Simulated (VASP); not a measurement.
# LiF (P6_3mc) in VASP: settings compared

Aim: see how the results for LiF move with the level of theory and the settings. Levels: LDA, r2SCAN+D4, r2SCAN. Tasks: single point, relaxation of cell and atoms.

All numbers are computed with VASP 6.6.1; they aren't measurements. Logs are shortened: lines on timing, memory, paths and dates and some standing lists are left out, and cuts for length are marked.

### 1 The cell of the first run

The structure is hexagonal, space group P6_3mc (No. 186). The conventional cell has a = 3.029 Å, b = 3.029 Å, c = 4.659 Å, α = 90.00°, β = 90.00°, γ = 120.00°. Within 2.4 Å of Li (site symmetry 3m) lie 4 F at 1.82 to 1.83 Å. F (site symmetry 3m) has 4 Li at 1.82 to 1.83 Å within 2.4 Å.

### 2 Single point, LDA

Contents of INCAR:

```
  PREC = Accurate
  ENCUT = 520
  EDIFF = 1E-6
  ISMEAR = 0
  SIGMA = 0.01
  LREAL = F
  LASPH = T
  NELM = 80
  ALGO = Normal
  ISIF = 2
  LWAVE = F
  LCHARG = T
  LELF = T
  LVHAR = T
  NBANDS = 18
```

Contents of KPOINTS:

```
regular mesh
0
Gamma
  6 6 4
```

Contents of POSCAR:

```
LiF
1.0
    3.0293037866      0.0000000000      0.0000000000
   -1.5146518933      2.6234540350      0.0000000000
    0.0000000000      0.0000000000      4.6593784138
Li F
2 2
Direct
    0.3333333333      0.6666666667      0.3839043365
    0.6666666667      0.3333333333      0.8839043365
    0.3333333333      0.6666666667      0.9910936635
    0.6666666667      0.3333333333      0.4910936635
```

Potentials or basis: VASP PAW LDA potentials, release 64 (Li_sv, F).

Started as:

```console
cat potpaw_LDA.64/Li_sv/POTCAR potpaw_LDA.64/F/POTCAR > POTCAR
mpirun -np 1 vasp_std > vasp.out
```

OUTCAR:

```text
PREC = Accurate
   ENCUT = 520
   EDIFF = 1E-6
   ISMEAR = 0
   LREAL = F
   LASPH = T
   NELM = 80
   ISIF = 2

 ion  position               nearest neighbor table
   1  0.333  0.667  0.384-   4 1.82   4 1.82   4 1.82   3 1.83
   2  0.667  0.333  0.884-   3 1.82   3 1.82   3 1.82   4 1.83
   3  0.333  0.667  0.991-   2 1.82   2 1.82   2 1.82   1 1.83
   4  0.667  0.333  0.491-   1 1.82   1 1.82   1 1.82   2 1.83

  LATTYP: Found a hexagonal cell.
 ALAT       =     3.0293037866
 C/A-ratio  =     1.5381020664

  Lattice vectors:

 A1 = (   3.0293037866,   0.0000000000,   0.0000000000)
 A2 = (  -1.5146518933,   2.6234540350,   0.0000000000)
 A3 = (   0.0000000000,   0.0000000000,   4.6593784138)

Analysis of symmetry for initial positions (statically):
=====================================================================
 Subroutine PRICEL returns:
 Original cell was already a primitive cell.

 Routine SETGRP: Setting up the symmetry group for a
 hexagonal supercell.

 Subroutine GETGRP returns: Found 12 space group operations
 (whereof  6 operations were pure point group operations)
 out of a pool of 24 trial point group operations.

The static configuration has the point symmetry C_3v.
 The point group associated with its full space group is C_6v.

Analysis of symmetry for dynamics (positions and initial velocities):
=====================================================================
 Subroutine PRICEL returns:
 Original cell was already a primitive cell.

 Routine SETGRP: Setting up the symmetry group for a
 hexagonal supercell.

 Subroutine GETGRP returns: Found 12 space group operations
 (whereof  6 operations were pure point group operations)
 out of a pool of 24 trial point group operations.

The dynamic configuration has the point symmetry C_3v.
 The point group associated with its full space group is C_6v.

 Subroutine INISYM returns: Found 12 space group operations
 (whereof  6 operations are pure point group operations),
 and found     1 'primitive' translations

----------------------------------------------------------------------------------------

                                     Primitive cell

  volume of cell :      37.0292

  direct lattice vectors                    reciprocal lattice vectors
     3.029303787  0.000000000  0.000000000     0.330108854  0.190588435  0.000000000
    -1.514651893  2.623454035  0.000000000     0.000000000  0.381176871  0.000000000
     0.000000000  0.000000000  4.659378414     0.000000000  0.000000000  0.214620902

  length of vectors
     3.029303787  3.029303787  4.659378414     0.381176871  0.381176871  0.214620902

  position of ions in fractional coordinates (direct lattice)
     0.333333333  0.666666667  0.383904337
     0.666666667  0.333333333  0.883904337
     0.333333333  0.666666667  0.991093664
     0.666666667  0.333333333  0.491093664

  ion indices of the primitive-cell ions
   primitive index   ion index
                 1           1
                 2           2
                 3           3
                 4           4

----------------------------------------------------------------------------------------

 KPOINTS: regular mesh

Automatic generation of k-mesh.
 Grid dimensions read from file:
 generate k-points for:    6    6    4

 Generating k-lattice:

  Cartesian coordinates                     Fractional coordinates (reciprocal lattice)
     0.055018142  0.031764739  0.000000000     0.166666667  0.000000000  0.000000000
     0.000000000  0.063529478  0.000000000     0.000000000  0.166666667  0.000000000
     0.000000000  0.000000000  0.053655226     0.000000000  0.000000000  0.250000000

  Length of vectors
     0.063529478  0.063529478  0.053655226

  Shift w.r.t. Gamma in fractional coordinates (k-lattice)
     0.000000000  0.000000000  0.000000000

 Subroutine IBZKPT returns following result:
 ===========================================

 Found     21 irreducible k-points:

 Following reciprocal coordinates:
            Coordinates               Weight
  0.000000  0.000000  0.000000      1.000000
  0.166667  0.000000  0.000000      6.000000
  0.333333  0.000000  0.000000      6.000000
  0.500000  0.000000  0.000000      3.000000
  0.166667  0.166667  0.000000      6.000000
  0.333333  0.166667  0.000000     12.000000
[... 13 lines left out ...]
  0.333333  0.166667  0.500000     12.000000
  0.333333  0.333333  0.500000      2.000000
   k-points           NKPTS =     21   k-points in BZ     NKDIM =     21   number of bands    NBANDS=     18
   number of dos      NEDOS =    301   number of ions     NIONS =      4
   total plane-waves  NPLWV =  20736
   dimension x,y,z NGX =    24 NGY =   24 NGZ =   36
   dimension x,y,z NGXF=    48 NGYF=   48 NGZF=   72
   ions per type =               2   2
   NGX,Y,Z   is equivalent  to a cutoff of  13.17, 13.17, 12.84 a.u.
   NGXF,Y,Z  is equivalent  to a cutoff of  26.34, 26.34, 25.69 a.u.
 SYSTEM =  unknown system
   PREC   = accura    normal or accurate (medium, high low for compatibility)
   ISTART =      0    job   : 0-new  1-cont  2-samecut
   ICHARG =      2    charge: 1-file 2-atom 10-const
   ISPIN  =      1    spin polarized calculation?
   LNONCOLLINEAR =      F non collinear calculations
   LSORBIT =      F    spin-orbit coupling
   LASPH  =      T    aspherical Exc in radial PAW
   ENCUT  =  520.0 eV  38.22 Ry    6.18 a.u.   5.63  5.63  8.66*2*pi/ulx,y,z
   NELM   =     80;   NELMIN=  2; NELMDL= -5     # of ELM steps
   EDIFF  = 0.1E-05   stopping-criterion for ELM
   LREAL  =      F    real-space projection
   EDIFFG = 0.1E-04   stopping-criterion for IOM
   NSW    =      0    number of steps for IOM
   IBRION =     -1    ionic relax: 0-MD 1-quasi-New 2-CG
   NFREE  =      0    steps in history (QN), initial steepest desc. (CG)
   ISIF   =      2    stress and relaxation
   ISYM   =      2    0-nonsym 1-usesym 2-fastsym
   POTIM  = 0.5000    time-step for ionic-motion
   TEBEG  =    0.0;   TEEND  =   0.0 temperature during run
   PSTRESS=    0.0 pullay stress
   NELECT =      20.0000    total number of electrons
   NUPDOWN=      -1.0000    fix difference up-down
   EMIN   =  10.00;   EMAX   =-10.00  energy-range for DOS
   EFERMI =   0.00;   METHOD = LEGACY
   ISMEAR =     0;   SIGMA  =   0.01  broadening in eV -4-tet -1-fermi 0-gaus
   EFERMI_NEDOS =   21; number of points for ismear=-14 and -15
   IALGO  =     38    algorithm
   IMIX   =      4    mixing-type and parameters
     AMIX     =   0.40;   BMIX     =  1.00
     AMIX_MAG =   1.60;   BMIX_MAG =  1.00
  volume/ion in A,a.u.               =       9.26        62.47
  Fermi-wavevector in a.u.,A,eV,Ry     =   1.333225  2.519430 24.184200  1.777489
  Thomas-Fermi vector in A             =   2.462099
   LORBIT       =      0    0 simple, 1 ext, 2 COOP (PROOUT), +10 PAW based schemes
   GGA     = CA    functional components
   LHFCALC =     F    Hartree Fock is set to
   AEXX    =    0.0000 exact exchange contribution
   IVDW    =     0    specifies the selected vdW correction
   LEPSILON=     F    determine dielectric tensor
   LRPA    =     F    only Hartree local field effects (RPA)
 non-spin polarized calculation
 Gauss-broadening in eV      SIGMA  =   0.01
  energy-cutoff  :      520.00
  volume of cell :       37.03
 maximum number of plane-waves:      1019
 NGX is ok and might be reduce to    24
   NGX = 11   NGY = 11   NGZ = 17

 number of electron      20.0000001 magnetization

 Free energy of the ion-electron system (eV)
  ---------------------------------------------------
  ext. energy  EPLUGINS =         0.00000000
  ---------------------------------------------------
  free energy    TOTEN  =       -20.80998979 eV

  energy without entropy =      -20.80998979  energy(sigma->0) =      -20.80998979

 E-fermi :  -2.1817     XC(G=0):  -9.8709

 val. band max:       -2.3748306330   @ k =   0.0000   0.0000   0.0000
 cond. band min:       5.4469321454   @ k =   0.0000   0.0000   0.0000
 fundamental gap:      7.8217627784
 Fermi energy:        -2.1816810786

 k-point     1 :       0.0000    0.0000    0.0000
  band No.  band energies     occupation
      1     -41.5698      2.00000
      2     -41.5013      2.00000
      3     -21.5628      2.00000
      4     -21.2579      2.00000
      5      -4.9105      2.00000
      6      -3.0022      2.00000
[... 10 lines left out ...]
     17      17.2450      0.00000
     18      18.4610      0.00000

 k-point     2 :       0.1667    0.0000    0.0000
  band No.  band energies     occupation
      1     -41.5571      2.00000
      2     -41.4970      2.00000
      3     -21.5256      2.00000
      4     -21.2573      2.00000
      5      -4.7597      2.00000
      6      -3.3132      2.00000
[... 10 lines left out ...]
     17      17.6921      0.00000
     18      17.8107      0.00000

 k-point     3 :       0.3333    0.0000    0.0000
  band No.  band energies     occupation
      1     -41.5292      2.00000
      2     -41.4902      2.00000
      3     -21.4370      2.00000
      4     -21.2653      2.00000
      5      -4.5494      2.00000
      6      -3.8600      2.00000
[... 10 lines left out ...]
     17      17.2878      0.00000
     18      18.4739      0.00000

 k-point     4 :       0.5000    0.0000    0.0000
  band No.  band energies     occupation
      1     -41.5122      2.00000
      2     -41.4900      2.00000
      3     -21.3735      2.00000
      4     -21.2875      2.00000
      5      -4.7155      2.00000
      6      -3.7805      2.00000
[... 312 lines left out ...]
      4     -21.3682      2.00000
      5      -4.0294      2.00000
      6      -4.0294      2.00000
[... 10 lines left out ...]
     17      17.7747      0.00000
     18      17.7747      0.00000

 k-point    20 :       0.3333    0.1667    0.5000
  band No.  band energies     occupation
      1     -41.5009      2.00000
      2     -41.5009      2.00000
      3     -21.3353      2.00000
      4     -21.3353      2.00000
      5      -4.2988      2.00000
      6      -4.2988      2.00000
[... 10 lines left out ...]
     17      18.1899      0.00000
     18      18.1899      0.00000

 k-point    21 :       0.3333    0.3333    0.5000
  band No.  band energies     occupation
      1     -41.4966      2.00000
      2     -41.4966      2.00000
      3     -21.3234      2.00000
      4     -21.3234      2.00000
      5      -4.2238      2.00000
      6      -4.2238      2.00000
[... 10 lines left out ...]
     17      19.0575      0.00000
     18      19.0575      0.00000

------------------------ aborting loop because EDIFF is reached ----------------------------------------

  FORCE on cell =-STRESS in cart. coord.  units (eV):
  Direction    XX          YY          ZZ          XY          YZ          ZX
  --------------------------------------------------------------------------------------
  -------------------------------------------------------------------------------------
  Total       -0.0385893     -0.0385893     -0.0470139      0.0000000      0.0000000     -0.0000000
  in kB       -1.6696786     -1.6696786     -2.0341959      0.0000000      0.0000000     -0.0000000
  external PRESSURE =      -1.7911844 kB  Pullay stress =       0.0000000 kB

 VOLUME and BASIS-vectors are now :
 -----------------------------------------------------------------------------
  energy-cutoff  :      520.00
  volume of cell :       37.03
      direct lattice vectors                 reciprocal lattice vectors
     3.029303787  0.000000000  0.000000000     0.330108854  0.190588435  0.000000000
    -1.514651893  2.623454035  0.000000000     0.000000000  0.381176871  0.000000000
     0.000000000  0.000000000  4.659378414     0.000000000  0.000000000  0.214620902

 POSITION                                       TOTAL-FORCE (eV/Angst)
 -----------------------------------------------------------------------------------
     -0.00000      1.74897      1.78876        -0.000000      0.000000      0.002591
      1.51465      0.87448      4.11844         0.000000      0.000000      0.002591
     -0.00000      1.74897      4.61788        -0.000000      0.000000     -0.002591
      1.51465      0.87448      2.28819         0.000000     -0.000000     -0.002591
 -----------------------------------------------------------------------------------
    total drift:                               -0.000000     -0.000001     -0.001514

  FREE ENERGIE OF THE ION-ELECTRON SYSTEM (eV)
  ---------------------------------------------------
  free  energy   TOTEN  =       -20.8099897861 eV

  energy  without entropy=      -20.8099897861  energy(sigma->0) =      -20.80998979
```

Run time: 5.2 s. Hardware: 1 thread of Intel Xeon 6975P-C (Granite Rapids), shared host; peak memory 0.12 GiB.

What came out:

```
Free energy            : -20.8100 eV
Band gap on the k mesh : 7.82 eV
```

Forces in eV/Å, atoms in the order of the input:
```
Li   0.000  0.000  0.003
Li   0.000  0.000  0.003
F    0.000  0.000 -0.003
F    0.000  0.000 -0.003
```

Caveat: the cutoff is under 1.25 times the usual one of these potentials, so pressure, stress and relaxed cells hold a basis-set (Pulay) error.

### 3 Single point, r2SCAN+D4

This run uses another cell than the first one, of 9.78 Å³/atom.

Contents of POSCAR:

```
LiF
1.0
    3.0754856307      0.0000000000      0.0000000000
   -1.5377428154      2.6634486852      0.0000000000
    0.0000000000      0.0000000000      4.7764447434
Li F
2 2
Direct
    0.3333333333      0.6666666667      0.3823485879
    0.6666666667      0.3333333333      0.8823485879
    0.3333333333      0.6666666667      0.9926494121
    0.6666666667      0.3333333333      0.4926494121
```

Contents of INCAR.step1:

```
ALGO = Normal
EDIFF = 1E-4
ENCUT = 520
GGA = PE
ISMEAR = 0
LASPH = T
LCHARG = F
LREAL = F
LWAVE = T
NBANDS = 18
NELM = 80
PREC = Accurate
SIGMA = 0.01
```

Contents of INCAR.step2:

```
ALGO = Normal
EDIFF = 1E-7
ENCUT = 520
ISIF = 2
ISMEAR = 0
ISTART = 1
IVDW = 13
LASPH = T
LCHARG = F
LMIXTAU = T
LREAL = F
LWAVE = F
METAGGA = R2SCAN
NBANDS = 18
NELM = 80
PREC = Accurate
SIGMA = 0.01
VDW_A1 = 0.51559235
VDW_A2 = 5.77342911
VDW_S6 = 1.0
VDW_S8 = 0.6018749
```

Contents of KPOINTS:

```
k-points
0
Gamma
  6 6 4
```

Potentials or basis: VASP PAW PBE potentials, release 64 (Li_sv, F).

Started as:

```console
cat potpaw_PBE.64/Li_sv/POTCAR potpaw_PBE.64/F/POTCAR > POTCAR
cp INCAR.step1 INCAR
mpirun -np 1 vasp_std > vasp.out
cp INCAR.step2 INCAR
mpirun -np 1 vasp_std > vasp.out
```

OUTCAR:

```text
EDIFF = 1E-7
   ENCUT = 520
   ISIF = 2
   ISMEAR = 0
   ISTART = 1
   IVDW = 13
   LASPH = T
   LREAL = F
   METAGGA = R2SCAN
   NELM = 80
   PREC = Accurate

 ion  position               nearest neighbor table
   1  0.333  0.667  0.382-   4 1.85   4 1.85   4 1.85   3 1.86
   2  0.667  0.333  0.882-   3 1.85   3 1.85   3 1.85   4 1.86
   3  0.333  0.667  0.993-   2 1.85   2 1.85   2 1.85   1 1.86
   4  0.667  0.333  0.493-   1 1.85   1 1.85   1 1.85   2 1.86

[... 638 lines left out ...]

  Edisp (eV):   -0.09149

  FORCE on cell =-STRESS in cart. coord.  units (eV):
  Direction    XX          YY          ZZ          XY          YZ          ZX
  --------------------------------------------------------------------------------------
  -------------------------------------------------------------------------------------
  Total      -0.09271    -0.09271    -0.07129     0.00000     0.00000    -0.00000
  in kB      -3.79656    -3.79656    -2.91936     0.00000     0.00000    -0.00000
  external pressure =       -3.50 kB  Pullay stress =        0.00 kB

 VOLUME and BASIS-vectors are now :
 -----------------------------------------------------------------------------
  energy-cutoff  :      520.00
  volume of cell :       39.13
      direct lattice vectors                 reciprocal lattice vectors
     3.075485631  0.000000000  0.000000000     0.325151901  0.187726538  0.000000000
    -1.537742815  2.663448685  0.000000000     0.000000000  0.375453075  0.000000000
     0.000000000  0.000000000  4.776444743     0.000000000  0.000000000  0.209360739

 POSITION                                       TOTAL-FORCE (eV/Angst)
 -----------------------------------------------------------------------------------
     -0.00000      1.77563      1.82627        -0.000000      0.000000      0.007556
      1.53774      0.88782      4.21449         0.000000     -0.000000      0.007556
     -0.00000      1.77563      4.74134        -0.000000      0.000000     -0.007556
      1.53774      0.88782      2.35311         0.000000      0.000000     -0.007556
 -----------------------------------------------------------------------------------
    total drift:                                0.000001      0.000002      0.060884

  FREE ENERGIE OF THE ION-ELECTRON SYSTEM (eV)
  ---------------------------------------------------
  free  energy   TOTEN  =       -23.7496686517 eV

  energy  without entropy=      -23.7496686517  energy(sigma->0) =      -23.74966865
```

OUTCAR.step1:

```text
EDIFF = 1E-4
   ENCUT = 520
   GGA = PE
   ISMEAR = 0
[... 667 lines left out ...]
     -0.00000      1.77563      1.82627         0.000000     -0.000000      0.006899
      1.53774      0.88782      4.21449        -0.000000      0.000000      0.006899
     -0.00000      1.77563      4.74134        -0.000000      0.000000     -0.006899
      1.53774      0.88782      2.35311        -0.000000      0.000000     -0.006899
 -----------------------------------------------------------------------------------
    total drift:                                0.000001      0.000002     -0.005681

  FREE ENERGIE OF THE ION-ELECTRON SYSTEM (eV)
  ---------------------------------------------------
  free  energy   TOTEN  =       -19.2736614795 eV

  energy  without entropy=      -19.2736614795  energy(sigma->0) =      -19.27366148
```

OSZICAR.step1:

```text
N       E                     dE             d eps       ncg     rms          rms(c)
DAV:   1     0.119900128466E+03    0.11990E+03   -0.10921E+04   764   0.121E+03
DAV:   2    -0.101884277977E+02   -0.13009E+03   -0.12751E+03   852   0.297E+02
DAV:   3    -0.205146843696E+02   -0.10326E+02   -0.10263E+02  1396   0.627E+01
DAV:   4    -0.206920004958E+02   -0.17732E+00   -0.17692E+00   986   0.845E+00
DAV:   5    -0.206932497966E+02   -0.12493E-02   -0.12491E-02   960   0.717E-01    0.737E+00
DAV:   6    -0.192080199566E+02    0.14852E+01   -0.39793E+00   796   0.152E+01    0.225E+00
DAV:   7    -0.192356800674E+02   -0.27660E-01   -0.12241E-01   874   0.243E+00    0.149E+00
DAV:   8    -0.192739564526E+02   -0.38276E-01   -0.59086E-02   852   0.234E+00    0.373E-01
DAV:   9    -0.192726902461E+02    0.12662E-02   -0.60615E-03  1028   0.671E-01    0.960E-02
DAV:  10    -0.192736746721E+02   -0.98443E-03   -0.13929E-03   822   0.253E-01    0.478E-02
DAV:  11    -0.192736614795E+02    0.13193E-04   -0.50328E-05   792   0.664E-02
   1 F= -.19273661E+02 E0= -.19273661E+02  d E =-.100918E-30
```

Wall time 36 s (1 thread of Intel Xeon 6975P-C (Granite Rapids), shared host); peak memory 0.15 GiB.

Results:

```yaml
Free_energy: -23.7497 eV
Largest_force: 0.008 eV/Å
Band_gap_on_the_k_mesh: 8.71 eV
Dispersion_energy_per_atom: -0.023 eV
```

Forces in eV/Å, atoms in the order of the input:
```
Li   0.000  0.000  0.008
Li   0.000  0.000  0.008
F    0.000  0.000 -0.008
F    0.000  0.000 -0.008
```

Caveat: the cutoff is under 1.25 times the usual one of these potentials, so pressure, stress and relaxed cells hold a basis-set (Pulay) error; the PAW data sets were made with another functional, which shifts forces and pressure a little.

[end of part 1 of 3]
